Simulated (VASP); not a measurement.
# SnO in VASP: single point with PBE+D3(BJ)

Aim: the single point of SnO with PBE+D3(BJ).

Program: VASP 6.6.1. These are calculated values, not measurements. Logs are shortened: lines on timing, memory, paths and dates and some standing lists are left out, and cuts for length are marked.

## Step 1: The cell of the first run

The cell holds a slab with vacuum, 8 atoms: a = 3.820 Å, b = 3.820 Å, c = 22.226 Å, α = 90.00°, β = 90.00°, γ = 90.00°.

## Step 2: Single point, PBE+D3(BJ) (layers slid over each other)

File INCAR:

```
SYSTEM = SnO
PREC = Accurate
ENCUT = 520
EDIFF = 1E-7
ISMEAR = 0
SIGMA = 0.05
LREAL = .False.
LASPH = .True.
NELM = 80
ALGO = Normal
ISIF = 2
LWAVE = .False.
LCHARG = .False.
LDIPOL = .True.
IDIPOL = 3
DIPOL = 0.5 0.5 0.403
GGA = PE
IVDW = 12
NBANDS = 50
```

File KPOINTS:

```
regular mesh
0
Gamma
  7 7 1
  0 0 0
```

File POSCAR:

```
SnO
1.0
    3.8201635894      0.0000000000      0.0000000000
    0.0000000000      3.8201635894      0.0000000000
    0.0000000000      0.0000000000     22.2260803631
Sn O
4 4
Direct
    0.7500000000      0.2500000000      0.2024648488
    0.2500000000      0.7500000000      0.3087831984
    0.2500000000      1.2500000000      0.4977503906
   -0.2500000000      1.7500000000      0.6040687401
    0.2500000000      0.2500000000      0.2556240236
    0.7500000000      0.7500000000      0.2556240236
   -0.2500000000      1.2500000000      0.5509095654
    0.2500000000      1.7500000000      0.5509095654
```

Potentials or basis: VASP PAW PBE potentials, release 64 (Sn_d, O).

Run with:

```
$ cat potpaw_PBE.64/Sn_d/POTCAR potpaw_PBE.64/O/POTCAR > POTCAR
$ mpirun -np 1 vasp_std > vasp.out
```

OUTCAR:

```text
SYSTEM = SnO
   PREC = Accurate
   ENCUT = 520
   EDIFF = 1E-7
   ISMEAR = 0
   LREAL = .False.
   LASPH = .True.
   NELM = 80
   ISIF = 2
   GGA = PE
   IVDW = 12
 IVDW          = 12

 ion  position               nearest neighbor table
   1  0.750  0.250  0.202-   5 2.25   6 2.25   6 2.25   5 2.25   2 3.59   2 3.59   2 3.59   2 3.59

   2  0.250  0.750  0.309-   5 2.25   6 2.25   5 2.25   6 2.25   1 3.59   1 3.59   1 3.59   1 3.59

   3  0.250  0.250  0.498-   7 2.25   8 2.25   8 2.25   7 2.25   4 3.59   4 3.59   4 3.59   4 3.59

   4  0.750  0.750  0.604-   7 2.25   8 2.25   7 2.25   8 2.25   3 3.59   3 3.59   3 3.59   3 3.59

   5  0.250  0.250  0.256-   1 2.25   2 2.25   2 2.25   1 2.25
   6  0.750  0.750  0.256-   1 2.25   2 2.25   1 2.25   2 2.25
   7  0.750  0.250  0.551-   4 2.25   4 2.25   3 2.25   3 2.25
   8  0.250  0.750  0.551-   4 2.25   4 2.25   3 2.25   3 2.25

  LATTYP: Found a simple tetragonal cell.
 ALAT       =     3.8201635894
 C/A-ratio  =     5.8180964880

  Lattice vectors:

 A1 = (   3.8201635894,   0.0000000000,   0.0000000000)
 A2 = (   0.0000000000,   3.8201635894,   0.0000000000)
 A3 = (   0.0000000000,   0.0000000000,  22.2260803631)

Analysis of symmetry for initial positions (statically):
=====================================================================
 Subroutine PRICEL returns:
 Original cell was already a primitive cell.

 Routine SETGRP: Setting up the symmetry group for a
 simple tetragonal supercell.

 Subroutine GETGRP returns: Found  8 space group operations
 (whereof  1 operations were pure point group operations)
 out of a pool of 16 trial point group operations.

The static configuration has the point symmetry C_1 .
 The point group associated with its full space group is D_2h.

Analysis of symmetry for dynamics (positions and initial velocities):
=====================================================================
 Subroutine PRICEL returns:
 Original cell was already a primitive cell.

 Routine SETGRP: Setting up the symmetry group for a
 simple tetragonal supercell.

 Subroutine GETGRP returns: Found  8 space group operations
 (whereof  1 operations were pure point group operations)
 out of a pool of 16 trial point group operations.

The dynamic configuration has the point symmetry C_1 .
 The point group associated with its full space group is D_2h.
[... 110 lines left out ...]
   POTIM  = 0.5000    time-step for ionic-motion
   TEBEG  =    0.0;   TEEND  =   0.0 temperature during run
   PSTRESS=    0.0 pullay stress
   NELECT =      80.0000    total number of electrons
   NUPDOWN=      -1.0000    fix difference up-down
   EMIN   =  10.00;   EMAX   =-10.00  energy-range for DOS
   EFERMI =   0.00;   METHOD = LEGACY
   ISMEAR =     0;   SIGMA  =   0.05  broadening in eV -4-tet -1-fermi 0-gaus
   EFERMI_NEDOS =   21; number of points for ismear=-14 and -15
   IALGO  =     38    algorithm
   IMIX   =      4    mixing-type and parameters
     AMIX     =   0.40;   BMIX     =  1.00
     AMIX_MAG =   1.60;   BMIX_MAG =  1.00
  volume/ion in A,a.u.               =      40.54       273.61
  Fermi-wavevector in a.u.,A,eV,Ry     =   1.026666  1.940118 14.341130  1.054043
  Thomas-Fermi vector in A             =   2.160571
   LORBIT       =      0    0 simple, 1 ext, 2 COOP (PROOUT), +10 PAW based schemes
   GGA     = PE    functional components
   LHFCALC =     F    Hartree Fock is set to
   AEXX    =    0.0000 exact exchange contribution
   IVDW    =    12    specifies the selected vdW correction
   LEPSILON=     F    determine dielectric tensor
   LRPA    =     F    only Hartree local field effects (RPA)
 non-spin polarized calculation
 Gauss-broadening in eV      SIGMA  =   0.05
  energy-cutoff  :      520.00
  volume of cell :      324.36
 maximum number of plane-waves:      8769
   NGX = 15   NGY = 15   NGZ = 83

 dipolmoment           0.000000      0.000000      0.000028 electrons x Angstroem

 number of electron      79.9999970 magnetization

 dipolmoment           0.000000      0.000000     -0.000002 electrons x Angstroem

 Free energy of the ion-electron system (eV)
  ---------------------------------------------------
  ext. energy  EPLUGINS =         0.00000000
  ---------------------------------------------------
  free energy    TOTEN  =       -45.17267827 eV

  energy without entropy =      -45.17267827  energy(sigma->0) =      -45.17267827

 E-fermi :   0.0631     XC(G=0):  -5.3182

 val. band max:       -0.2071918494   @ k =   0.1429   0.0000   0.0000
 cond. band min:       2.2673236503   @ k =   0.4286   0.0000   0.0000
 fundamental gap:      2.4745154998
 Fermi energy:         0.0630662127

 k-point     1 :       0.0000    0.0000    0.0000
  band No.  band energies     occupation
      1     -21.0541      2.00000
      2     -21.0541      2.00000
      3     -20.6935      2.00000
      4     -20.6935      2.00000
      5     -20.6559      2.00000
      6     -20.6556      2.00000
[... 837 lines left out ...]
     49       6.3543      0.00000
     50       6.3560      0.00000

------------------------ aborting loop because EDIFF is reached ----------------------------------------

 vacuum level on the upper side and lower side of the slab       (xc-potential included)        -0.129        -0.124

 Edisp (eV)   -1.23802

 E8    (eV) :    -0.5474

  FORCE on cell =-STRESS in cart. coord.  units (eV):
  Direction    XX          YY          ZZ          XY          YZ          ZX
  --------------------------------------------------------------------------------------
  -------------------------------------------------------------------------------------
  Total       0.16603     0.24308    -0.11655     0.00000     0.00000     0.00000
  in kB       0.82010     1.20070    -0.57571     0.00000     0.00000     0.00000
  external pressure =        0.48 kB  Pullay stress =        0.00 kB

 VOLUME and BASIS-vectors are now :
 -----------------------------------------------------------------------------
  energy-cutoff  :      520.00
  volume of cell :      324.36
      direct lattice vectors                 reciprocal lattice vectors
     3.820163589  0.000000000  0.000000000     0.261768895  0.000000000  0.000000000
     0.000000000  3.820163589  0.000000000     0.000000000  0.261768895  0.000000000
     0.000000000  0.000000000 22.226080363     0.000000000  0.000000000  0.044992189

 POSITION                                       TOTAL-FORCE (eV/Angst)
 -----------------------------------------------------------------------------------
      2.86512      0.95504      4.50000        -0.000000      0.000000     -0.081738
      0.95504      2.86512      6.86304        -0.000000     -0.000000      0.140407
      0.95504      0.95504     11.06304        -0.000000     -0.000000     -0.140407
      2.86512      2.86512     13.42608        -0.000000     -0.000000      0.081738
      0.95504      0.95504      5.68152         0.000000     -0.000000      0.007380
      2.86512      2.86512      5.68152        -0.000000      0.000000      0.008142
      2.86512      0.95504     12.24456        -0.000000      0.000000     -0.008142
      0.95504      2.86512     12.24456        -0.000000     -0.000000     -0.007380
 -----------------------------------------------------------------------------------
    total drift:                                0.000000     -0.000000     -0.000085

  FREE ENERGIE OF THE ION-ELECTRON SYSTEM (eV)
  ---------------------------------------------------
  free  energy   TOTEN  =       -46.4106973382 eV

  energy  without entropy=      -46.4106973382  energy(sigma->0) =      -46.41069734

 vacuum level on the upper side and lower side of the slab         4.811         4.817
```

OSZICAR:

```text
N       E                     dE             d eps       ncg     rms          rms(c)
DAV:   1     0.938049051956E+03    0.93805E+03   -0.38234E+04  1712   0.180E+03
DAV:   2     0.134050015013E+03   -0.80400E+03   -0.77393E+03  1784   0.494E+02
DAV:   3    -0.392858095453E+02   -0.17334E+03   -0.16729E+03  1948   0.219E+02
[... 17 lines left out ...]
DAV:  21    -0.451726754984E+02   -0.49089E-05   -0.49596E-07  1556   0.687E-03    0.123E-03
DAV:  22    -0.451726774885E+02   -0.19900E-05   -0.18338E-07  1266   0.410E-03    0.464E-04
DAV:  23    -0.451726781231E+02   -0.63465E-06   -0.10066E-07  1166   0.311E-03    0.183E-04
DAV:  24    -0.451726782546E+02   -0.13150E-06   -0.31082E-08  1180   0.175E-03    0.277E-04
DAV:  25    -0.451726782653E+02   -0.10670E-07   -0.15375E-08  1122   0.148E-03
   1 F= -.46410697E+02 E0= -.46410697E+02  d E =-.536168E-15
```

Run time: 11 min. Hardware: 1 thread of AMD EPYC 7R43 (Zen 3), shared host; peak memory 0.4 GiB.

Results:

```yaml
Free_energy: -46.4107 eV
Largest_force: 0.140 eV/Å
Band_gap_on_the_k_mesh: 2.47 eV (least direct gap 2.57 eV)
Dispersion_energy_per_atom: -0.155 eV
```

Forces in eV/Å, atoms in the order of the input:
```
Sn   0.000  0.000 -0.082
Sn   0.000  0.000  0.140
Sn   0.000  0.000 -0.140
Sn   0.000  0.000  0.082
O    0.000  0.000  0.007
O    0.000  0.000  0.008
O    0.000  0.000 -0.008
O    0.000  0.000 -0.007
```

Levels at points of the mesh, in eV from the valence-band top:
```tsv
k point	band 36	band 37	band 38	band 39	band 40	band 41	band 42	band 43	band 44	band 45
(0.00, 0.00, 0.00)	-1.94	-1.94	-1.94	-0.59	-0.03	2.54	2.87	2.87	3.80	4.89
```

Caveat: the cell differs from its parent crystal (layers slid over each other); spin-orbit coupling is left out, which moves the levels of the heavy elements.
